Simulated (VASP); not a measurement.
# AlCo: single point with r2SCAN

AlCo:

```
Al Co
1.0
     2.89267    0.00000    0.00000
     0.00000    2.89267    0.00000
     0.00000    0.00000    2.89267
Al Co
1 1
Direct
  0.00000 0.00000 0.00000
  0.50000 0.50000 0.50000
```

| Property | Result |
| --- | --- |
| Program | VASP 6.6.1 |
| Task | single point |
| Functional | r2SCAN |
| Potentials or basis | VASP PAW PBE potentials, release 64 (Al, Co) |
| Cutoff | 520 eV |
| k mesh | 10 × 10 × 10 |
| Occupations | fermi-dirac, width 0.1 eV |
| Spin | collinear spin, ferromagnetic start |
| Starting moments | [0.0, 3.2] μB |
| Dipole correction | no |
| Further INCAR settings | ALGO = Normal; EDIFF = 1e-07; NBANDS = 17 |

* Pressure: -12.5 GPa
* Band gap on the k mesh: zero (filled and empty bands overlap)
* Net moment: 0.00 μB per cell
* Valence electrons inside the program's atomic spheres: Al 0.80; Co 8.41

Levels at points of the mesh, in eV from the Fermi level:
Spin up:
| k point | band 4 | band 5 | band 6 | band 7 | band 8 | band 9 |
| --- | --- | --- | --- | --- | --- | --- |
| (0.00, 0.00, 0.00) | -0.99 | -0.99 | -0.99 | 6.11 | 6.11 | 6.11 |
| (0.50, 0.00, 0.00) | -1.83 | -1.83 | -0.89 | 0.25 | 8.68 | 10.87 |
| (0.50, 0.50, 0.00) | -2.83 | -1.63 | -1.63 | -0.14 | 2.43 | 3.33 |
| (0.50, 0.50, 0.50) | -0.10 | -0.10 | 2.38 | 2.38 | 2.38 | 4.44 |
Spin down:
| k point | band 4 | band 5 | band 6 | band 7 | band 8 | band 9 |
| --- | --- | --- | --- | --- | --- | --- |
| (0.00, 0.00, 0.00) | -0.99 | -0.99 | -0.99 | 6.11 | 6.11 | 6.11 |
| (0.50, 0.00, 0.00) | -1.83 | -1.83 | -0.89 | 0.25 | 8.68 | 10.87 |
| (0.50, 0.50, 0.00) | -2.83 | -1.63 | -1.63 | -0.14 | 2.43 | 3.33 |
| (0.50, 0.50, 0.50) | -0.10 | -0.10 | 2.38 | 2.38 | 2.38 | 4.44 |

Wall time 84 s on 1 thread of Intel(R) Xeon(R) Platinum 8488C (Sapphire Rapids), with other jobs on the host, peak memory 0.18 GiB.

Caveat: the starting moments collapsed, and a magnetic state may lie lower; the PAW data sets were made with another functional, which shifts forces and pressure a little.
